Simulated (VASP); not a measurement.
## GdO: single point with r2SCAN

Crystal: GdO.

```
Gd O
1.0
     2.80181    0.00000    0.00000
     0.00000    2.80181    0.00000
     0.00000    0.00000    2.80181
Gd O
1 1
Cartesian
  0.0000 0.0000 0.0000
  1.4009 1.4009 1.4009
```

```json
{
  "Program": "VASP 6.6.1",
  "Task": "single point",
  "Functional": "r2SCAN",
  "Potentials or basis": "VASP PAW PBE potentials, release 64 (Gd, O)",
  "Cutoff": "520 eV",
  "k mesh": "9 × 9 × 9",
  "Occupations": "fermi-dirac, width 0.05 eV",
  "Spin": "non-collinear spin, typed start, spin-orbit coupling",
  "Starting moments": "[[4.041, 4.041, 4.041], [0.0, 0.0, 0.0]] μB",
  "Dipole correction": "no",
  "Further INCAR settings": "ALGO = Normal; EDIFF = 1e-06; NBANDS = 36"
}
```

```json
{
 "Pressure": "49.5 GPa",
 "Net moment": "7.44 μB per cell",
 "Valence electrons inside the program's atomic spheres": "Gd 15.68; O 5.11"
}
```

Moments on the atoms (μB; x, y, z):
```
Gd   4.06  4.06  4.06
O   -0.01 -0.01 -0.01
```

Wall time 17 min on 1 thread of Intel(R) Xeon(R) 6975P-C (Granite Rapids), with other jobs on the host, peak memory 0.36 GiB.

Caveat: the cell stands under pressure; the PAW data sets were made with another functional, which shifts forces and pressure a little; a cell with one magnetic atom can't hold antiferromagnetic order, which such compounds often take. The state reached can hang on the start; a lower one may exist.
